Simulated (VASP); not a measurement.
A run of VASP 6.6.1:

The input INCAR:

```
ALGO = Normal
DIPOL = 0.5 0.5 0.500
EDIFF = 1E-6
EDIFFG = -0.02
ENCUT = 520
GGA = PS
IBRION = 2
IDIPOL = 3
ISIF = 2
ISMEAR = 0
LASPH = T
LCHARG = F
LDIPOL = T
LREAL = F
LUSENCCL = F
LWAVE = F
NELM = 100
NSW = 80
PREC = Accurate
SIGMA = 0.1
```

KPOINTS

```
k-points
0
Gamma
  15 15 1
```

The input POSCAR:

```
Cu
1.0
    2.5196845177      0.0000000000      0.0000000000
   -1.2598422588      2.1821108018      0.0000000000
    0.0000000000      0.0000000000     25.2865689685
Cu
6
Direct
    0.6666666667      0.3333333333      0.2966001441
    0.3333333333      0.6666666667      0.3779600865
    0.0000000000      0.0000000000      0.4593200288
    0.6666666667      0.3333333333      0.5406799712
    0.3333333333      0.6666666667      0.6220399135
    0.0000000000      0.0000000000      0.7033998559
```

Potentials or basis: VASP PAW PBE potentials, release 64 (Cu).

Run with:

```console
$ cat potpaw_PBE.64/Cu/POTCAR > POTCAR
$ mpirun -np 1 vasp_std > vasp.out
```

Hardware: 1 × NVIDIA H100 80GB with 1 thread of Intel(R) Xeon(R) Platinum 8481C CPU @ 2.70GHz (Sapphire Rapids), with other jobs on the host.

Question: How long does it take, and how much memory?

Answer: Run time: 5.3 min on 1 × NVIDIA H100 80GB with 1 thread of Intel(R) Xeon(R) Platinum 8481C CPU @ 2.70GHz (Sapphire Rapids), with other jobs on the host, peak memory 1.3 GiB. Counts: scf iterations 39, k points 27, ion steps 3.
